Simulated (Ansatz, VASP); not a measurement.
**HfN: VASP beside Ansatz**

Contents of INCAR:

```
SYSTEM = HfN
PREC = Accurate ; ENCUT = 520
EDIFF = 1E-8 ; ISMEAR = -1
SIGMA = 0.03 ; LREAL = .False.
LASPH = .True. ; NELM = 100
ALGO = Normal ; ISIF = 2
LWAVE = .False. ; LCHARG = .False.
GGA = PE ; LEFG = .True.
NBANDS = 14
```

The input KPOINTS:

```
Automatic mesh
0
Gamma
  10 10 10
  0 0 0
```

The input POSCAR:

```
HfN
1.0
   -0.0677700000      2.2251150000      2.2251150000
    2.2251150000     -0.0677700000      2.2251150000
    2.2251150000      2.2251150000     -0.0677700000
Hf N
1 1
Direct
    0.0000000000      0.0000000000      0.0000000000
    0.5000000000      0.5000000000      0.5000000000
```

Input for Ansatz:

```yaml
crystal:
  lattice:
    - [-0.06777, 2.225115, 2.225115]
    - [2.225115, -0.06777, 2.225115]
    - [2.225115, 2.225115, -0.06777]
  atoms:
    - { symbol: Hf, position: [0.0, 0.0, 0.0] }
    - { symbol: "N", position: [0.5, 0.5, 0.5] }
kpoints:
  mp_grid: { grid: [10, 10, 10] }
scf:
  occupations: { method: fermi_dirac, width: 0.03 }
hamiltonian:
  xc: pbe
  pseudopotentials: { kind: all_electron, datasets: crystal }
output:
  forces: true
  stress: true
  eigenvalues: true
  efg: { contact_densities: true }
```

Change from the starting cell: equal xy, yz and zx shear strains of -3 %, crystal datasets.

Alike in both runs: task electric field gradients; functional PBE; k mesh 10 × 10 × 10; occupations fermi-dirac, width 0.03 eV; no spin polarisation.

|  | VASP | Ansatz |
| --- | --- | --- |
| version | VASP 6.6.1 | Ansatz 0.2.0 |
| potentials or method | VASP PAW PBE potentials, release 64 (Hf_pv, N), cutoff 520 eV | all-electron PAW with datasets made for the crystal, scalar-relativistic |

```tsv
	VASP	Ansatz	Ansatz less VASP
pressure (GPa)	3.2	5.7	+2.46
traceless stress, the component that is largest in VASP (GPa)	3.75	3.72	-0.031
size of Vzz on the site where it differs most (V/Å²)	21.5	22.5	+0.93
```

Ansatz ran all-electron here, and VASP with PAW potentials.

Neither program's run includes spin-orbit coupling.
